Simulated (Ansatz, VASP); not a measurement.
# Gd: VASP beside Ansatz

Contents of INCAR:

```
SYSTEM = Gd
PREC = Accurate
ENCUT = 520
EDIFF = 1E-6
ISMEAR = -1
SIGMA = 0.05
LREAL = .FALSE.
LASPH = .TRUE.
NELM = 150
ALGO = Normal
ISIF = 2
LWAVE = .FALSE.
LCHARG = .TRUE.
ISPIN = 2
MAGMOM = 5.2
LORBIT = 11
NUPDOWN = 5.2
LMAXMIX = 6
GGA = PE
LELF = .TRUE.
LVHAR = .TRUE.
NBANDS = 19
```

Contents of KPOINTS:

```
regular mesh
0
G
  8 8 8
  0 0 0
```

File POSCAR:

```
Gd
1.0
    0.0000000000      2.5858190855      2.5858190855
    2.5858190855      0.0000000000      2.5858190855
    2.5858190855      2.5858190855      0.0000000000
Gd
1
Direct
    0.0000000000      0.0000000000      0.0000000000
```

File input.yaml:

```yaml
crystal:
  lattice:
    - [0.0, 2.5858190855, 2.5858190855]
    - [2.5858190855, 0.0, 2.5858190855]
    - [2.5858190855, 2.5858190855, 0.0]
  atoms:
    - { symbol: Gd, position: [0.0, 0.0, 0.0], spin: 5.2 }
hamiltonian:
  xc: pbe
  pseudopotentials: { kind: paw }
magnetization:
  spin_polarized: true
  initial_magnetization: 5.2
  spin_locking: { lock_magnetization: hard }
kpoints:
  mp_grid: { grid: [8, 8, 8] }
scf:
  occupations: { method: fermi_dirac, width: 0.05 }
  lower_state_search: "off"
output:
  forces: true
  stress: true
  eigenvalues: true
  write_density: true
  write_potential: true
  elf: true
  volumetric_format: npy
```

Alike in both runs: task single point; functional PBE; k mesh 8 × 8 × 8; occupations fermi-dirac, width 0.05 eV; collinear spin; fixed moment 5.2 μB.

|  | VASP | Ansatz |
| --- | --- | --- |
| version | VASP 6.6.1 | Ansatz 0.2.0 |
| potentials or method | VASP PAW PBE potentials, release 64 (Gd) | Ansatz PAW |
| plane-wave cutoff (eV) | 520 | 420 |
| valence electrons in the cell | 18 | 18 |

Ansatz gave:

| Item | Value |
| --- | --- |
| pressure (GPa) | 2.0 |
| net moment per atom (μB) | 5.20 |
| size of the moment on the site where the two differ most (μB) | 5.88 |

What did VASP give for the same quantities?

Pressure (GPa): 2.0; net moment per atom (μB): 5.20; size of the moment on the site where the two differ most (μB): 6.16.

Site moments also hang on the region over which each program counts them. With one functional, cell and mesh, what is left measures potentials, basis and numerics.

Spin-orbit coupling is off throughout.
